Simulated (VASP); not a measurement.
Wanted: the native input for a VASP 6.6.1 run.

```yaml
Task: single point
Functional: PBEsol
Potentials_or_basis: VASP PAW PBE potentials, release 64 (Ta_pv, N)
Cutoff: 520 eV
k_mesh: 24 × 24 × 18
Occupations: gaussian, width 0.1 eV
Spin: no spin polarisation
Dipole_correction: no
Further_INCAR_settings: ALGO = Normal; EDIFF = 1e-07; NBANDS = 15
```

The structure of TaN lies in POSCAR:

```
TaN
1.0
    2.7924095377      0.0000000000      0.0000000000
   -1.3962047689      2.4182975974      0.0000000000
    0.0000000000      0.0000000000      2.9259967290
Ta N
1 1
Direct
    0.3333333333      0.6666666667      0.5000000000
    0.0000000000      0.0000000000      0.0000000000
```

This cell differs from its parent crystal: biaxial strain in the a-b plane: -4.5 %, then relaxed in part.

The input as run:

INCAR

```
  PREC = Accurate
  ENCUT = 520
  EDIFF = 1E-7
  ISMEAR = 0
  SIGMA = 0.1
  LREAL = False
  LASPH = True
  NELM = 60
  ALGO = Normal
  ISIF = 2
  LWAVE = False
  LCHARG = True
  GGA = PS
  LELF = True
  LVHAR = True
  NBANDS = 15
```

KPOINTS

```
regular mesh
0
Gamma
  24 24 18
```

Potentials or basis: VASP PAW PBE potentials, release 64 (Ta_pv, N).

Command:

```bash
$ cat potpaw_PBE.64/Ta_pv/POTCAR potpaw_PBE.64/N/POTCAR > POTCAR
$ mpirun -np 1 vasp_std > vasp.out
```

It gave:

```json
{"Pressure": "30.9 GPa", "Band gap on the k mesh": "zero (bands 8 and 9 overlap by 0.51 eV)"}
```

Caveat: the cell differs from its parent crystal (biaxial strain in the a-b plane: -4.5 %, then relaxed in part); the cell stands under pressure; the PAW data sets were made with another functional, which shifts forces and pressure a little; spin-orbit coupling is left out, which moves the levels of the heavy elements.

Run time: 99 s on 1 thread of AMD EPYC 9R45 96-Core Processor (Zen 5), with other jobs on the host, peak memory 0.26 GiB.
